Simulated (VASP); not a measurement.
## Ba: relaxation of cell and atoms with PBE

Crystal: Ba.

```
Ba
1.0
     4.11000    0.00000    0.00000
     0.00000    4.11000    0.00000
     0.00000    0.00000    4.11000
Ba
1
Direct
  0.00000 0.00000 0.00000
```

This isn't the form of Ba at room conditions, which is bcc.

```yaml
Program: VASP 6.6.1
Task: relaxation of cell and atoms
Functional: PBE
Potentials_or_basis: VASP PAW PBE potentials, release 64 (Ba_sv)
Cutoff: 600 eV
k_mesh: 11 × 11 × 11
Occupations: fermi-dirac, width 0.1 eV
Spin: no spin polarisation
Target_pressure: 20 GPa
Dipole_correction: no
Further_INCAR_settings: ALGO = Normal; EDIFF = 1e-06; IBRION = 2; EDIFFG = -0.03; NSW = 80; ISIF = 3
```

| Item | Value |
| --- | --- |
| Relaxed volume | 30.20 Å³/atom |
| Relaxed cell | a = 3.114 Å, b = 3.114 Å, c = 3.114 Å, α = 90.00°, β = 90.00°, γ = 90.00° |
| Space group after relaxing (to 0.1 Å) | Pm-3m (No. 221) |
| Energy change on relaxing (the run minimises the enthalpy) | +1104.0 meV/atom |
| Ionic steps | 18 |
| Pressure after relaxing | 20.0 GPa |
| Band gap on the k mesh | zero (bands 5 and 6 overlap by 2.24 eV) |

The path:
```
step  energy change (eV)  largest force (eV/Å)  pressure (GPa)  volume (Å³)
   1              0.0000                0.0000           -0.59        69.43
   2             15.3485                0.0000          538.35        12.83
   3              0.0160                0.0000            1.27        54.74
   4              0.1317                0.0000            3.60        46.76
   5              1.2159                0.0000           22.10        29.35
   6              1.0723                0.0000           19.37        30.46
   7              1.0731                0.0000           19.37        30.46
   8              1.0754                0.0000           19.41        30.44
   9              1.0755                0.0000           19.42        30.44
  10              1.0755                0.0000           19.42        30.44
  11              1.0756                0.0000           19.41        30.44
  12              1.0758                0.0000           19.41        30.43
  13              1.0763                0.0000           19.44        30.43
  14              1.0772                0.0000           19.45        30.42
  15              1.0789                0.0000           19.48        30.41
  16              1.0825                0.0000           19.55        30.38
  17              1.0896                0.0000           19.68        30.32
  18              1.1040                0.0000           19.95        30.20
```

Final structure:
```
CELL_PARAMETERS angstrom
3.11428 0.00000 0.00000
0.00000 3.11428 0.00000
0.00000 0.00000 3.11428
ATOMIC_POSITIONS crystal
Ba 0.00000 0.00000 0.00000
```

Levels at points of the mesh, in eV from the Fermi level:
```
           k point  band 3  band 4  band 5  band 6  band 7  band 8
(0.00, 0.00, 0.00)  -12.42  -12.42   -2.04   -1.04   -1.04    9.44
```

Wall time 11 min on 1 thread of Intel Xeon 8259CL, on a shared host, peak memory 0.27 GiB.

Caveat: the cell is relaxed towards a set pressure, so the run minimises the enthalpy, not the energy; the volume moved by over 15 % at a fixed basis, so the end points are rough; spin-orbit coupling is left out, which moves the levels of the heavy elements.
